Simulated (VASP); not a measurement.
Runs of VASP 6.6.1 on Ag. The structure is that of space group Im-3m (No. 229), or close to it. The cells are those of the table. 

| task | cell | cutoff (eV) | gap on the mesh (eV) | pressure (GPa) |
| --- | --- | --- | --- | --- |
| single point | a = 2.567 Å, angles 109.5°, 1 atom | 520 | none | 59.2 |
| relaxation of cell and atoms | relaxed to 40 GPa from a = 2.868 Å, angles 109.5°, 1 atom | 600 | none | 40.0 |
| relaxation of cell and atoms | relaxed to 60 GPa from a = 2.868 Å, angles 109.5°, 1 atom | 600 | none | 59.9 |
| single point | a = 2.683 Å, angles 109.5°, 1 atom | 520 | none | 19.6 |
| single point | a = 2.794 Å, angles 109.5°, 1 atom | 520 | none | (a) |
| relaxation of cell and atoms | relaxed from a = 2.868 Å, angles 109.5°, 1 atom | 600 | none | 0.0 |
| single point | a = 2.616 Å, angles 109.5°, 1 atom | 520 | none | 39.3 |
| relaxation of cell and atoms | relaxed to 20 GPa from a = 2.868 Å, angles 109.5°, 1 atom | 600 | none | 20.1 |

Alike in all rows: level PBEsol; potentials or basis VASP PAW PBE potentials, release 64 (Ag); no spin polarisation; k mesh 9 × 9 × 9; smearing fermi-dirac 0.1 eV.

**Question.** Fill in the values left out.

**Answer.** (a) -0.3.

Caveats: the PAW data sets were made with another functional, which shifts forces and pressure a little; the cell is relaxed towards a set pressure, so the enthalpy falls and the energy may rise (some runs).

A k mesh can miss the band edges, and the runs leave out spin-orbit coupling on Ag.

A gap of «none» marks levels without a gap at the run's occupations.
